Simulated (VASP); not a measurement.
# SnO2 (CdI2 type) (P-3m1) in VASP: notebook

SnO2 (CdI2 type) is run at these levels: PBE; tasks: single point, relaxation of cell and atoms.

All numbers are computed with VASP 6.6.1; they aren't measurements. Logs are shortened: lines on timing, memory, paths and dates and some standing lists are left out, and cuts for length are marked.

**1. The cell of the first run**

The structure is trigonal, space group P-3m1 (No. 164). Conventional cell: a = 3.228 Å, b = 3.228 Å, c = 5.492 Å, α = 90.00°, β = 90.00°, γ = 120.00°. Sn (site symmetry -3m) has 6 O at 2.12 Å within 2.8 Å. O (site symmetry 3m) has 3 Sn at 2.12 Å and 3 O at 2.75 Å within 2.8 Å.

**2. Single point, PBE**

Input file INCAR:

```
SYSTEM = SnO2
PREC = Accurate
ENCUT = 520
EDIFF = 1E-6
ISMEAR = -1
SIGMA = 0.08
LREAL = .False.
LASPH = .True.
NELM = 80
ALGO = Normal
ISIF = 2
LWAVE = .False.
LCHARG = .False.
GGA = PE
NBANDS = 20
```

Input file KPOINTS:

```
Automatic mesh
0
Gamma
  13 13 7
  0 0 0
```

Input file POSCAR:

```
SnO2
1.0
    3.2281997375      0.0000000000      0.0000000000
   -1.6140998687      2.7957029812      0.0000000000
    0.0000000000      0.0000000000      5.4923491137
Sn O
1 2
Direct
    0.0000000000      0.0000000000      0.0000000000
    0.3333333333      0.6666666667      0.1841559794
    0.6666666667      0.3333333333      0.8158440206
```

Potentials or basis: VASP PAW PBE potentials, release 64 (Sn_d, O).

The run is started by

```console
> cat potpaw_PBE.64/Sn_d/POTCAR potpaw_PBE.64/O/POTCAR > POTCAR
> mpirun -np 1 vasp_std > vasp.out
```

OUTCAR:

```text
SYSTEM = SnO2
   PREC = Accurate
   ENCUT = 520
   EDIFF = 1E-6
   ISMEAR = -1
   LREAL = .False.
   LASPH = .True.
   NELM = 80
   ISIF = 2
   GGA = PE

 ion  position               nearest neighbor table
   1  0.000  0.000  0.000-   2 2.12   3 2.12   3 2.12   2 2.12   3 2.12   2 2.12
   2  0.333  0.667  0.184-   1 2.12   1 2.12   1 2.12
   3  0.667  0.333  0.816-   1 2.12   1 2.12   1 2.12

  LATTYP: Found a hexagonal cell.
 ALAT       =     3.2281997375
 C/A-ratio  =     1.7013659502

  Lattice vectors:

 A1 = (   3.2281997375,   0.0000000000,   0.0000000000)
 A2 = (  -1.6140998687,   2.7957029812,   0.0000000000)
 A3 = (   0.0000000000,   0.0000000000,   5.4923491137)

Analysis of symmetry for initial positions (statically):
=====================================================================
 Subroutine PRICEL returns:
 Original cell was already a primitive cell.

 Routine SETGRP: Setting up the symmetry group for a
 hexagonal supercell.

 Subroutine GETGRP returns: Found 12 space group operations
 (whereof 12 operations were pure point group operations)
 out of a pool of 24 trial point group operations.

The static configuration has the point symmetry D_3d.

Analysis of symmetry for dynamics (positions and initial velocities):
=====================================================================
 Subroutine PRICEL returns:
 Original cell was already a primitive cell.

 Routine SETGRP: Setting up the symmetry group for a
 hexagonal supercell.

 Subroutine GETGRP returns: Found 12 space group operations
 (whereof 12 operations were pure point group operations)
 out of a pool of 24 trial point group operations.

The dynamic configuration has the point symmetry D_3d.

 Subroutine INISYM returns: Found 12 space group operations
 (whereof 12 operations are pure point group operations),
 and found     1 'primitive' translations

----------------------------------------------------------------------------------------

                                     Primitive cell

  volume of cell :      49.5689

  direct lattice vectors                    reciprocal lattice vectors
     3.228199738  0.000000000  0.000000000     0.309770176  0.178845894  0.000000000
    -1.614099869  2.795702981  0.000000000     0.000000000  0.357691789  0.000000000
     0.000000000  0.000000000  5.492349114     0.000000000  0.000000000  0.182071456

  length of vectors
     3.228199738  3.228199738  5.492349114     0.357691789  0.357691789  0.182071456

  position of ions in fractional coordinates (direct lattice)
     0.000000000  0.000000000  0.000000000
     0.333333333  0.666666667  0.184155979
     0.666666667  0.333333333  0.815844021

  ion indices of the primitive-cell ions
   primitive index   ion index
                 1           1
                 2           2
                 3           3

----------------------------------------------------------------------------------------

 KPOINTS: Automatic mesh

Automatic generation of k-mesh.
 Grid dimensions read from file:
 generate k-points for:   13   13    7

 Generating k-lattice:

  Cartesian coordinates                     Fractional coordinates (reciprocal lattice)
     0.023828475  0.013757376  0.000000000     0.076923077  0.000000000  0.000000000
     0.000000000  0.027514753  0.000000000     0.000000000  0.076923077  0.000000000
     0.000000000  0.000000000  0.026010208     0.000000000  0.000000000  0.142857143

  Length of vectors
     0.027514753  0.027514753  0.026010208

  Shift w.r.t. Gamma in fractional coordinates (k-lattice)
     0.000000000  0.000000000  0.000000000

 Subroutine IBZKPT returns following result:
 ===========================================

 Found    126 irreducible k-points:

 Following reciprocal coordinates:
            Coordinates               Weight
  0.000000  0.000000  0.000000      1.000000
  0.076923  0.000000  0.000000      6.000000
  0.153846 -0.000000  0.000000      6.000000
  0.230769 -0.000000  0.000000      6.000000
  0.307692 -0.000000  0.000000      6.000000
  0.384615 -0.000000  0.000000      6.000000
[... 16 lines left out ...]
  0.076923  0.000000  0.142857      6.000000
  0.000000  0.076923  0.142857      6.000000
 [... further k-points ...]
   k-points           NKPTS =    126   k-points in BZ     NKDIM =    126   number of bands    NBANDS=     20
   number of dos      NEDOS =    301   number of ions     NIONS =      3
   total plane-waves  NPLWV =  24192
   dimension x,y,z NGX =    24 NGY =   24 NGZ =   42
   dimension x,y,z NGXF=    48 NGYF=   48 NGZF=   84
   ions per type =               1   2
   NGX,Y,Z   is equivalent  to a cutoff of  12.36, 12.36, 12.71 a.u.
   NGXF,Y,Z  is equivalent  to a cutoff of  24.72, 24.72, 25.43 a.u.
 SYSTEM =  SnO2
   PREC   = accura    normal or accurate (medium, high low for compatibility)
   ISTART =      0    job   : 0-new  1-cont  2-samecut
   ICHARG =      2    charge: 1-file 2-atom 10-const
   ISPIN  =      1    spin polarized calculation?
   LNONCOLLINEAR =      F non collinear calculations
   LSORBIT =      F    spin-orbit coupling
   LASPH  =      T    aspherical Exc in radial PAW
   ENCUT  =  520.0 eV  38.22 Ry    6.18 a.u.   6.00  6.00 10.21*2*pi/ulx,y,z
   NELM   =     80;   NELMIN=  2; NELMDL= -5     # of ELM steps
   EDIFF  = 0.1E-05   stopping-criterion for ELM
   LREAL  =      F    real-space projection
   EDIFFG = 0.1E-04   stopping-criterion for IOM
   NSW    =      0    number of steps for IOM
   IBRION =     -1    ionic relax: 0-MD 1-quasi-New 2-CG
   NFREE  =      0    steps in history (QN), initial steepest desc. (CG)
   ISIF   =      2    stress and relaxation
   ISYM   =      2    0-nonsym 1-usesym 2-fastsym
   POTIM  = 0.5000    time-step for ionic-motion
   TEBEG  =    0.0;   TEEND  =   0.0 temperature during run
   PSTRESS=    0.0 pullay stress
   NELECT =      26.0000    total number of electrons
   NUPDOWN=      -1.0000    fix difference up-down
   EMIN   =  10.00;   EMAX   =-10.00  energy-range for DOS
   EFERMI =   0.00;   METHOD = LEGACY
   ISMEAR =    -1;   SIGMA  =   0.08  broadening in eV -4-tet -1-fermi 0-gaus
   EFERMI_NEDOS =   21; number of points for ismear=-14 and -15
   IALGO  =     38    algorithm
   IMIX   =      4    mixing-type and parameters
     AMIX     =   0.40;   BMIX     =  1.00
     AMIX_MAG =   1.60;   BMIX_MAG =  1.00
  volume/ion in A,a.u.               =      16.52       111.50
  Fermi-wavevector in a.u.,A,eV,Ry     =   1.320270  2.494949 23.716491  1.743113
  Thomas-Fermi vector in A             =   2.450108
   LORBIT       =      0    0 simple, 1 ext, 2 COOP (PROOUT), +10 PAW based schemes
   GGA     = PE    functional components
   LHFCALC =     F    Hartree Fock is set to
   AEXX    =    0.0000 exact exchange contribution
   IVDW    =     0    specifies the selected vdW correction
   LEPSILON=     F    determine dielectric tensor
   LRPA    =     F    only Hartree local field effects (RPA)
 non-spin polarized calculation
  energy-cutoff  :      520.00
  volume of cell :       49.57
 maximum number of plane-waves:      1366
   NGX = 13   NGY = 13   NGZ = 21

 number of electron      25.9999998 magnetization

 Free energy of the ion-electron system (eV)
  ---------------------------------------------------
  ext. energy  EPLUGINS =         0.00000000
  ---------------------------------------------------
  free energy    TOTEN  =       -18.18893917 eV

  energy without entropy =      -18.18893909  energy(sigma->0) =      -18.18893913

 E-fermi :   3.1313     XC(G=0):  -9.0928

 val. band max:        1.7706729786   @ k =   0.2308   0.2308   0.0000
 cond. band min:       4.0457083650   @ k =   0.0000   0.0000   0.0000
 fundamental gap:      2.2750353864
 Fermi energy:         3.1312786618

 k-point     1 :       0.0000    0.0000    0.0000
  band No.  band energies     occupation
      1     -18.1296      2.00000
      2     -17.9083      2.00000
      3     -17.9083      2.00000
      4     -17.7288      2.00000
      5     -17.7288      2.00000
      6     -16.0296      2.00000
[... 12 lines left out ...]
     19      18.3378      0.00000
     20      19.3254      0.00000

 k-point     2 :       0.0769    0.0000    0.0000
  band No.  band energies     occupation
      1     -18.1072      2.00000
      2     -17.9549      2.00000
      3     -17.8959      2.00000
      4     -17.7416      2.00000
      5     -17.7290      2.00000
      6     -15.9897      2.00000
[... 12 lines left out ...]
     19      17.3833      0.00000
     20      19.4003      0.00000

 k-point     3 :       0.1538   -0.0000    0.0000
  band No.  band energies     occupation
      1     -18.1243      2.00000
      2     -18.0093      2.00000
      3     -17.8646      2.00000
      4     -17.7641      2.00000
      5     -17.7262      2.00000
      6     -15.8652      2.00000
[... 12 lines left out ...]
     19      16.1756      0.00000
     20      19.5100      0.00000

 k-point     4 :       0.2308   -0.0000    0.0000
  band No.  band energies     occupation
      1     -18.2980      2.00000
      2     -17.9357      2.00000
      3     -17.8334      2.00000
      4     -17.7813      2.00000
      5     -17.7086      2.00000
      6     -15.6552      2.00000
[... 12 lines left out ...]
     19      15.1750      0.00000
     20      18.2444      0.00000

 k-point     5 :       0.3077   -0.0000    0.0000
  band No.  band energies     occupation
      1     -18.4750      2.00000
      2     -17.8794      2.00000
      3     -17.8208      2.00000
      4     -17.7728      2.00000
      5     -17.6683      2.00000
      6     -15.3819      2.00000
[... 12 lines left out ...]
     19      14.4797      0.00000
     20      16.9897      0.00000
[... 353 lines left out ...]
      6     -14.0011      2.00000
[... 12 lines left out ...]
     19      15.0335      0.00000
     20      15.3240      0.00000

 k-point    22 :       0.0000    0.0000    0.1429
  band No.  band energies     occupation
      1     -18.1296      2.00000
      2     -17.9083      2.00000
      3     -17.9083      2.00000
      4     -17.7288      2.00000
      5     -17.7288      2.00000
      6     -16.0263      2.00000
[... 12 lines left out ...]
     19      18.2321      0.00000
     20      19.2695      0.00000

 k-point    23 :       0.0769    0.0000    0.1429
  band No.  band energies     occupation
      1     -18.1071      2.00000
      2     -17.9550      2.00000
      3     -17.8959      2.00000
      4     -17.7416      2.00000
      5     -17.7290      2.00000
      6     -15.9865      2.00000
[... 12 lines left out ...]
     19      17.3736      0.00000
     20      19.0532      0.00000

 k-point    24 :       0.0000    0.0769    0.1429
  band No.  band energies     occupation
      1     -18.1071      2.00000
      2     -17.9550      2.00000
      3     -17.8959      2.00000
      4     -17.7416      2.00000
      5     -17.7290      2.00000
      6     -15.9864      2.00000
[... 12 lines left out ...]
     19      17.4037      0.00000
     20      19.0857      0.00000

 [... further k-points ...]
[... 5 lines left out ...]
  --------------------------------------------------------------------------------------
  -------------------------------------------------------------------------------------
  Total        0.1891948      0.1891948      0.0572106      0.0000000      0.0000000      0.0000000
  in kB        6.1151933      6.1151933      1.8491741      0.0000000      0.0000000      0.0000000
  external PRESSURE =       4.6931869 kB  Pullay stress =       0.0000000 kB

 VOLUME and BASIS-vectors are now :
 -----------------------------------------------------------------------------
  energy-cutoff  :      520.00
  volume of cell :       49.57
      direct lattice vectors                 reciprocal lattice vectors
     3.228199738  0.000000000  0.000000000     0.309770176  0.178845894  0.000000000
    -1.614099869  2.795702981  0.000000000     0.000000000  0.357691789  0.000000000
     0.000000000  0.000000000  5.492349114     0.000000000  0.000000000  0.182071456

 POSITION                                       TOTAL-FORCE (eV/Angst)
 -----------------------------------------------------------------------------------
      0.00000      0.00000      0.00000        -0.000000      0.000000      0.000000
     -0.00000      1.86380      1.01145         0.000000     -0.000000      0.050409
      1.61410      0.93190      4.48090        -0.000000      0.000000     -0.050409
 -----------------------------------------------------------------------------------
    total drift:                                0.000000     -0.000000      0.000000

  FREE ENERGIE OF THE ION-ELECTRON SYSTEM (eV)
  ---------------------------------------------------
  free  energy   TOTEN  =       -18.1889391683 eV

  energy  without entropy=      -18.1889390944  energy(sigma->0) =      -18.18893913
```

Wall time 29 s (1 thread of Intel Xeon 6975P-C (Granite Rapids), shared host); peak memory 0.24 GiB.

What came out:

| Property | Result |
| --- | --- |
| Free energy | -18.1889 eV |
| Pressure | 0.5 GPa |
| Largest force | 0.050 eV/Å |
| Band gap on the k mesh | 2.27 eV, indirect (least direct gap 2.61 eV) |

Forces on the atoms (eV/Å):
```
Sn   0.000  0.000  0.000
O    0.000  0.000  0.050
O    0.000  0.000 -0.050
```

Levels at points of the mesh, in eV from the valence-band top:
```tsv
k point	band 9	band 10	band 11	band 12	band 13	band 14	band 15	band 16	band 17	band 18
(0.00, 0.00, 0.00)	-1.18	-1.18	-0.75	-0.75	-0.34	2.28	5.88	10.03	11.28	11.28
```

Caveat: spin-orbit coupling is left out, which moves the levels of the heavy elements.

**3. Relaxation of cell and atoms, PBE**

This run uses another cell than the first one, of 11.21 Å³/atom, 0.679 times its volume.

Input file INCAR:

```
ALGO = Normal ; EDIFF = 1E-6
EDIFFG = -0.005 ; ENCUT = 600
GGA = PE ; IBRION = 2
ISIF = 3 ; ISMEAR = -1
LASPH = T ; LCHARG = F
LREAL = F ; LWAVE = F
NELM = 80 ; NSW = 100
PREC = Accurate ; SIGMA = 0.08
```

Input file KPOINTS:

```
k-points
0
Gamma
  13 13 7
```

Input file POSCAR:

```
SnO2
1.0
    2.8956493389      0.0000000000      0.0000000000
   -1.4478246694      2.5077058879      0.0000000000
    0.0000000000      0.0000000000      4.6330389422
Sn O
1 2
Direct
    0.0000000000      0.0000000000      0.0000000000
    0.3333333333      0.6666666667      0.2500000000
    0.6666666667      0.3333333333      0.7500000000
```

Potentials or basis: VASP PAW PBE potentials, release 64 (Sn_d, O).

The run is started by

```console
> cat potpaw_PBE.64/Sn_d/POTCAR potpaw_PBE.64/O/POTCAR > POTCAR
> mpirun -np 1 vasp_std > vasp.out
```

It took 7 min on 1 thread of Intel Xeon 6975P-C (Granite Rapids), shared host; peak memory 0.23 GiB.

The run converged. Its results:

```yaml
Free_energy: -18.1683 eV
Relaxed_volume: 15.45 Å³/atom
Relaxed_cell: a = 3.232 Å, b = 3.232 Å, c = 5.123 Å, α = 90.00°, β = 90.00°, γ = 120.00°
Space_group_after_relaxing_to_0.05_Å: P-3m1 (No. 164)
Energy_gained_by_relaxing: 451.8 meV/atom
Ionic_steps: 34
Pressure_after_relaxing: 0.0 GPa
Largest_force_after_relaxing: 0.003 eV/Å
Band_gap_on_the_k_mesh: 2.12 eV, indirect (least direct gap 2.33 eV)
```

Forces in eV/Å, atoms in the order of the input:
```
Sn   0.000  0.000  0.000
O    0.000  0.000  0.003
O    0.000  0.000 -0.003
```

Step by step:
```tsv
step	energy change (eV)	largest force (eV/Å)	pressure (GPa)	volume (Å³)
1	0.0000	0.0521	42.90	33.64
2	-0.1180	2.4857	-23.31	50.10
3	-1.0229	1.8899	-4.77	40.95
4	-1.0245	1.8545	-3.87	40.71
5	-1.2846	0.5887	-1.37	40.62
6	-1.2963	0.2222	-0.61	40.57
7	-1.2964	0.2547	-0.64	40.57
8	-1.3041	0.0621	2.21	40.27
9	-1.3041	0.0588	2.27	40.27
10	-1.3109	0.0699	1.98	40.60
11	-1.3268	0.1036	1.38	41.58
12	-1.3438	0.1688	0.61	43.53
13	-1.3427	0.2590	-0.11	47.39
14	-1.3491	0.1550	0.56	44.87
15	-1.3529	0.1068	-0.97	45.62
16	-1.3531	0.1156	-0.68	45.47
17	-1.3520	0.1573	1.18	45.23
18	-1.3541	0.0073	0.08	45.38
19	-1.3543	0.0071	0.12	45.43
20	-1.3546	0.0086	0.29	45.59
21	-1.3545	0.0101	0.60	45.90
22	-1.3547	0.0084	0.42	45.72
23	-1.3547	0.0124	0.36	45.75
24	-1.3549	0.0255	0.22	45.87
25	-1.3550	0.0501	-0.06	46.09
26	-1.3551	0.0444	-0.09	46.12
27	-1.3552	0.0288	-0.07	46.20
28	-1.3553	0.0034	-0.04	46.37
29	-1.3553	0.0018	-0.02	46.35
30	-1.3553	0.0008	-0.07	46.36
31	-1.3553	0.0006	-0.07	46.35
32	-1.3553	0.0069	0.06	46.34
33	-1.3553	0.0063	0.01	46.34
34	-1.3553	0.0034	0.00	46.34
```

Final structure:
```
Sn O
1.0
     3.23194    0.00000    0.00000
    -1.61597    2.79894    0.00000
     0.00000    0.00000    5.12299
Sn O
1 2
Direct
  0.00000 0.00000 0.00000
  0.33333 0.66667 0.19762
  0.66667 0.33333 0.80238
```

Levels at points of the mesh, in eV from the valence-band top:
| k point | band 10 | band 11 | band 12 | band 13 | band 14 | band 15 | band 16 | band 17 |
| --- | --- | --- | --- | --- | --- | --- | --- | --- |
| (0.00, 0.00, 0.00) | -1.21 | -0.79 | -0.79 | -0.22 | 2.12 | 5.86 | 10.83 | 11.22 |

Caveat: the volume moved by over 15 % at a fixed basis, so the end points are rough; spin-orbit coupling is left out, which moves the levels of the heavy elements. A k mesh can miss the band edges.
